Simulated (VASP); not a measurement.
# SnTe (F-43m) in VASP: settings compared, part 2 of 2

VASP 6.6.1. Earlier steps stand in the parts before.

## 5. Single point, PBE

INCAR reads:

```
SYSTEM = SnTe
ALGO = Normal
EDIFF = 1E-6
ENCUT = 500
GGA = PE
GGA_COMPAT = .FALSE.
ISIF = 2
ISMEAR = 0
LASPH = .TRUE.
LCHARG = .TRUE.
LELF = .TRUE.
LREAL = .FALSE.
LVHAR = .TRUE.
LWAVE = .FALSE.
NBANDS = 17
NELM = 120
PREC = Accurate
SIGMA = 0.1
```

KPOINTS reads:

```
k-points
0
G
  2 2 2
  0 0 0
```

POSCAR reads:

```
SnTe
1.0
    0.0000000000      3.6111460000      3.6111460000
    3.6111460000      0.0000000000      3.6111460000
    3.6111460000      3.6111460000      0.0000000000
Sn Te
1 1
Direct
    0.0000000000      0.0000000000      0.0000000000
    0.7500000000      0.7500000000      0.7500000000
```

Potentials or basis: VASP PAW PBE potentials, release 64 (Sn_d, Te).

Launch:

```console
> cat potpaw_PBE.64/Sn_d/POTCAR potpaw_PBE.64/Te/POTCAR > POTCAR
> mpirun -np 1 vasp_std > vasp.out
```

OUTCAR:

```text
SYSTEM = SnTe
   EDIFF = 1E-6
   ENCUT = 500
   GGA = PE
   ISIF = 2
   ISMEAR = 0
   LASPH = .TRUE.
   LREAL = .FALSE.
   NELM = 120
   PREC = Accurate

 ion  position               nearest neighbor table
   1  0.000  0.000  0.000-   2 3.13   2 3.13   2 3.13   2 3.13
   2  0.750  0.750  0.750-   1 3.13   1 3.13   1 3.13   1 3.13

  LATTYP: Found a face centered cubic cell.
 ALAT       =     7.2222920000

  Lattice vectors:

 A1 = (   0.0000000000,   3.6111460000,   3.6111460000)
 A2 = (   3.6111460000,   0.0000000000,   3.6111460000)
 A3 = (   3.6111460000,   3.6111460000,   0.0000000000)

Analysis of symmetry for initial positions (statically):
=====================================================================
 Subroutine PRICEL returns:
 Original cell was already a primitive cell.

 Routine SETGRP: Setting up the symmetry group for a
 face centered cubic supercell.

 Subroutine GETGRP returns: Found 24 space group operations
 (whereof 24 operations were pure point group operations)
 out of a pool of 48 trial point group operations.

The static configuration has the point symmetry T_d .

Analysis of symmetry for dynamics (positions and initial velocities):
=====================================================================
 Subroutine PRICEL returns:
 Original cell was already a primitive cell.

 Routine SETGRP: Setting up the symmetry group for a
 face centered cubic supercell.

 Subroutine GETGRP returns: Found 24 space group operations
 (whereof 24 operations were pure point group operations)
 out of a pool of 48 trial point group operations.

The dynamic configuration has the point symmetry T_d .

 Subroutine INISYM returns: Found 24 space group operations
 (whereof 24 operations are pure point group operations),
 and found     1 'primitive' translations

----------------------------------------------------------------------------------------

[... 87 lines left out ...]
   IALGO  =     38    algorithm
   IMIX   =      4    mixing-type and parameters
     AMIX     =   0.40;   BMIX     =  1.00
     AMIX_MAG =   1.60;   BMIX_MAG =  1.00
  volume/ion in A,a.u.               =      47.09       317.78
  Fermi-wavevector in a.u.,A,eV,Ry     =   0.976704  1.845704 12.979296  0.953951
  Thomas-Fermi vector in A             =   2.107344
   LORBIT       =      0    0 simple, 1 ext, 2 COOP (PROOUT), +10 PAW based schemes
   GGA     = PE    functional components
   LHFCALC =     F    Hartree Fock is set to
   AEXX    =    0.0000 exact exchange contribution
   IVDW    =     0    specifies the selected vdW correction
   LEPSILON=     F    determine dielectric tensor
   LRPA    =     F    only Hartree local field effects (RPA)
 non-spin polarized calculation
 Gauss-broadening in eV      SIGMA  =   0.10
  energy-cutoff  :      500.00
  volume of cell :       94.18
 maximum number of plane-waves:      2421
 NGX is ok and might be reduce to    40
   NGX = 19   NGY = 19   NGZ = 19

 number of electron      19.9999999 magnetization

 Free energy of the ion-electron system (eV)
  ---------------------------------------------------
  ext. energy  EPLUGINS =         0.00000000
  ---------------------------------------------------
  free energy    TOTEN  =        -7.37472222 eV

  energy without entropy =       -7.37472222  energy(sigma->0) =       -7.37472222

 E-fermi :   2.8847     XC(G=0):  -7.4690

 val. band max:        2.4780740060   @ k =   0.5000   0.5000   0.0000
 cond. band min:       3.2912467624   @ k =   0.5000   0.5000   0.0000
 fundamental gap:      0.8131727564
 Fermi energy:         2.8846984559

 k-point     1 :       0.0000    0.0000    0.0000
  band No.  band energies     occupation
      1     -18.7019      2.00000
      2     -18.7019      2.00000
      3     -18.7019      2.00000
      4     -18.6934      2.00000
      5     -18.6934      2.00000
      6      -8.3633      2.00000
[... 37 lines left out ...]
      4     -18.6941      2.00000
      5     -18.6926      2.00000
      6      -7.6016      2.00000
[... 9 lines left out ...]
     16      11.3424      0.00000
     17      11.3424      0.00000

------------------------ aborting loop because EDIFF is reached ----------------------------------------

  FORCE on cell =-STRESS in cart. coord.  units (eV):
  Direction    XX          YY          ZZ          XY          YZ          ZX
  --------------------------------------------------------------------------------------
  -------------------------------------------------------------------------------------
  Total       -0.7235709     -0.7235709     -0.7235709      0.0000000      0.0000000     -0.0000000
  in kB      -12.3091072    -12.3091072    -12.3091072      0.0000000      0.0000000     -0.0000000
  external PRESSURE =     -12.3091072 kB  Pullay stress =       0.0000000 kB

 VOLUME and BASIS-vectors are now :
 -----------------------------------------------------------------------------
  energy-cutoff  :      500.00
  volume of cell :       94.18
      direct lattice vectors                 reciprocal lattice vectors
     0.000000000  3.611146000  3.611146000    -0.138460201  0.138460201  0.138460201
     3.611146000  0.000000000  3.611146000     0.138460201 -0.138460201  0.138460201
     3.611146000  3.611146000  0.000000000     0.138460201  0.138460201 -0.138460201

 POSITION                                       TOTAL-FORCE (eV/Angst)
 -----------------------------------------------------------------------------------
      0.00000      0.00000      0.00000        -0.000000     -0.000000      0.000000
      5.41672      5.41672      5.41672         0.000000      0.000000     -0.000000
 -----------------------------------------------------------------------------------
    total drift:                                0.000000      0.000000      0.000000

  FREE ENERGIE OF THE ION-ELECTRON SYSTEM (eV)
  ---------------------------------------------------
  free  energy   TOTEN  =        -7.3747222237 eV

  energy  without entropy=       -7.3747222209  energy(sigma->0) =       -7.37472222
```

OSZICAR:

```text
N       E                     dE             d eps       ncg     rms          rms(c)
DAV:   1     0.120862863716E+03    0.12086E+03   -0.87660E+03   102   0.112E+03
DAV:   2     0.313190890786E+01   -0.11773E+03   -0.11456E+03   118   0.282E+02
DAV:   3    -0.717815624048E+01   -0.10310E+02   -0.10277E+02   114   0.842E+01
DAV:   4    -0.750835313509E+01   -0.33020E+00   -0.33009E+00   139   0.163E+01
DAV:   5    -0.752249019117E+01   -0.14137E-01   -0.14137E-01   150   0.308E+00    0.432E+00
DAV:   6    -0.737313021804E+01    0.14936E+00   -0.33531E-01   136   0.299E+00    0.272E+00
DAV:   7    -0.737033363093E+01    0.27966E-02   -0.91573E-02   106   0.115E+00    0.884E-01
DAV:   8    -0.737291644160E+01   -0.25828E-02   -0.10918E-02   111   0.758E-01    0.264E-01
DAV:   9    -0.737434827339E+01   -0.14318E-02   -0.28664E-03   104   0.329E-01    0.112E-01
DAV:  10    -0.737445120443E+01   -0.10293E-03   -0.28912E-04   105   0.997E-02    0.574E-02
DAV:  11    -0.737471648613E+01   -0.26528E-03   -0.41393E-04   102   0.795E-02    0.391E-02
DAV:  12    -0.737472065462E+01   -0.41685E-05   -0.12199E-05   106   0.199E-02    0.265E-02
DAV:  13    -0.737472209988E+01   -0.14453E-05   -0.38637E-06    97   0.862E-03    0.468E-03
DAV:  14    -0.737472222368E+01   -0.12380E-06   -0.11513E-06    80   0.950E-03
   1 F= -.73747222E+01 E0= -.73747222E+01  d E =-.279936E-08
```

stdout:

```text
POSCAR found type information on POSCAR SnTe
 POSCAR found :  2 types and       2 ions
 scaLAPACK will be used
 LDA part: xc-table for (Slater+PW92), standard interpolation
 POSCAR, INCAR and KPOINTS ok, starting setup
 FFT: planning ... GRIDC
 FFT: planning ... GRID_SOFT
 FFT: planning ... GRID
 WAVECAR not read
 entering main loop
```

Wall time 14 s (1 thread of Intel Xeon 6975P-C (Granite Rapids), shared host); peak memory 0.23 GiB.

Results:

| Item | Value |
| --- | --- |
| Free energy | -7.3747 eV |
| Pressure | -1.2 GPa |
| Band gap on the k mesh | 0.81 eV, direct |

Caveat: the k points lie up to 0.75 Å⁻¹ apart; spin-orbit coupling is left out, which moves the levels of the heavy elements. A k mesh can miss the band edges.

## 6. Single point, PBE

INCAR reads:

```
PREC = Accurate ; ENCUT = 500
EDIFF = 1E-6 ; ISMEAR = 0
SIGMA = 0.1 ; LREAL = False
LASPH = True ; NELM = 120
ALGO = Normal ; ISIF = 2
LWAVE = False ; LCHARG = False
GGA = PE ; NBANDS = 17
GGA_COMPAT = False
```

KPOINTS reads:

```
regular mesh
0
Gamma
  2 2 2
```

POSCAR is that of step 5.

Potentials or basis: VASP PAW PBE potentials, release 64 (Sn_d, Te).

Launch:

```console
> cat potpaw_PBE.64/Sn_d/POTCAR potpaw_PBE.64/Te/POTCAR > POTCAR
> mpirun -np 1 vasp_std > vasp.out
```

Wall time 11 s (1 thread of Intel Xeon 6975P-C (Granite Rapids), shared host); peak memory 0.22 GiB.

It converged, with:

```
Free energy            : -7.3747 eV
Pressure               : -1.2 GPa
Band gap on the k mesh : 0.81 eV, direct
```

Levels at points of the mesh, in eV from the valence-band top:
```tsv
k point	band 8	band 9	band 10	band 11	band 12	band 13
(0.00, 0.00, 0.00)	-1.24	-1.24	-1.24	1.69	1.69	1.69
(0.50, 0.00, 0.00)	-1.77	-1.77	-1.36	2.49	2.49	4.09
(0.50, 0.50, 0.00)	-2.43	-2.43	0.00	0.81	4.56	4.56
```

Caveat: the k points lie up to 0.75 Å⁻¹ apart; spin-orbit coupling is left out, which moves the levels of the heavy elements. A k mesh can miss the band edges.

## 7. The runs side by side

```csv
level,cell,k mesh,smearing,gap on the mesh (eV),pressure (GPa)
PBE,"a = 5.397 Å, angles 60.0°, 2 atoms",1 × 1 × 1,gaussian 0.1 eV,2.24,5.9
RPBE,"a = 5.107 Å, angles 60.0°, 2 atoms",2 × 2 × 2,methfessel-paxton 0.013 eV,0.89,-0.3
PBE,"a = 5.107 Å, angles 60.0°, 2 atoms",2 × 2 × 2,gaussian 0.1 eV,0.81,-1.2
```

Alike in all rows: task single point; potentials or basis VASP PAW PBE potentials, release 64 (Sn_d, Te); no spin polarisation; cutoff (eV) 500.

Caveats: all runs use coarse meshes; spin-orbit coupling is left out, which moves the levels of the heavy elements; the PAW data sets were made with another functional, which shifts forces and pressure a little (some runs).

Total energies depend on the potentials used, so only differences within one code and one set of settings carry meaning.
